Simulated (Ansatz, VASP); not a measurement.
Ca2Sn2N in VASP and in Ansatz

```
Ca Sn N
1.0
     4.88904    0.00000    0.00000
     0.00000    4.88904    0.00000
     0.00000    0.00000    4.72141
Ca Sn N
2 2 1
Direct
  0.00000 0.50000 0.00000
  0.50000 0.00000 0.00000
  0.00000 0.00000 0.50000
  0.50000 0.50000 0.50000
  0.00000 0.00000 0.00000
```

Alike in both runs: functional PBE; k mesh 3 × 3 × 4; occupations gaussian, width 0.2 eV; no spin polarisation.

Ansatz relaxed the structure, and its values are those at the end. VASP's run is a single point on that final structure, the one shown.

```csv
,VASP,Ansatz
version,VASP 6.6.1,Ansatz 0.2.0
potentials or method,"VASP PAW PBE potentials, release 64 (Ca_sv, Sn_d, N), cutoff 520 eV","scalar-relativistic, plane waves, PAW"
valence electrons in the cell,53,53
```

|  | VASP | Ansatz | Ansatz less VASP |
| --- | --- | --- | --- |
| gap on the k mesh at the Fermi level (eV) | none | none | - |
| pressure (GPa) | -0.1 | -0.2 | -0.13 |

A gap of «none» marks a metal or a gap that the smearing closes. With one functional, cell and mesh, what is left measures potentials, basis and numerics.

The k mesh is coarse, so the values compare programs but aren't converged.
